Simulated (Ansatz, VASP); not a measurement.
Be2I: VASP beside Ansatz

Contents of INCAR:

```
PREC     = Accurate       # precision mode
ENCUT    = 600            # plane-wave cutoff, eV
EDIFF    = 1E-7           # SCF threshold, eV
ISMEAR   = 0              # smearing method
SIGMA    = 0.1            # smearing width, eV
LREAL    = False          # projectors in reciprocal space
LASPH    = True           # aspherical terms in the spheres
NELM     = 120            # most SCF steps
ALGO     = Normal         # electronic algorithm
ISIF     = 3              # what is computed and relaxed
LWAVE    = False          # write WAVECAR
LCHARG   = False          # write CHGCAR
GGA      = PE             # functional
IBRION   = 2              # ionic algorithm
NSW      = 90             # ionic steps
EDIFFG   = -0.04          # ionic threshold
GGA_COMPAT= False        
NELMIN   = 4
```

KPOINTS

```
regular mesh
0
Gamma
  6 6 4
```

POSCAR

```
Be2I
1.0
    3.4296551454      0.0000000000      0.0000000000
    0.0000000000      3.4296551454      0.0000000000
    0.0000000000      0.0000000000      4.8754667198
Be I
2 1
Direct
    0.5000000000      0.0000000000      0.5814537194
    0.0000000000      0.5000000000      0.4185462806
    0.0000000000      0.0000000000      0.0000000000
```

Input for Ansatz:

```yaml
crystal:
  lattice:
    - [3.4296551454, 0.0, 0.0]
    - [0.0, 3.4296551454, 0.0]
    - [0.0, 0.0, 4.8754667198]
  atoms:
    - { symbol: Be, position: [0.5, 0.0, 0.5814537194] }
    - { symbol: Be, position: [0.0, 0.5, 0.4185462806] }
    - { symbol: I, position: [0.0, 0.0, 0.0] }
basis:
  ecutwfc: 420
kpoints:
  mp_grid: { grid: [6, 6, 4] }
hamiltonian:
  xc: pbe
scf:
  occupations: { method: gaussian, width: 0.1 }
  lower_state_search: "off"
output:
  forces: true
  stress: true
  eigenvalues: true
relax:
  adjacent_minimum: "off"
  f_tol: 0.04
  max_steps: 70
  cell: { stress_tol: 0.4 }
```

Change from the starting cell: ordered vacancies on the anion sites of zinc blende (P-4m2, No. 115).

Alike in both runs: task relaxation of cell and atoms; functional PBE; k mesh 6 × 6 × 4; occupations gaussian, width 0.1 eV; no spin polarisation.

```csv
,VASP,Ansatz
version,VASP 6.6.1,Ansatz 0.2.0
potentials or method,"VASP PAW PBE potentials, release 64 (Be, I), cutoff 600 eV","scalar-relativistic, plane waves, PAW"
valence electrons in the cell,11,21
```

```csv
,VASP,Ansatz,Ansatz less VASP
"gap on the k mesh at the Fermi level, each at its own relaxed structure (eV)",none,none,-
relaxed volume (Å³/atom),18.86,18.86,+0.001
relaxed length of the cell vector where the two differ most in proportion (Å),4.922,4.913,-0.0093
```

A gap of «none» marks a metal or a gap that the smearing closes. VASP's potentials hold 11 valence electrons a cell and Ansatz's 21, so a difference there can come from the potentials and not from the codes.

Neither program's run includes spin-orbit coupling.
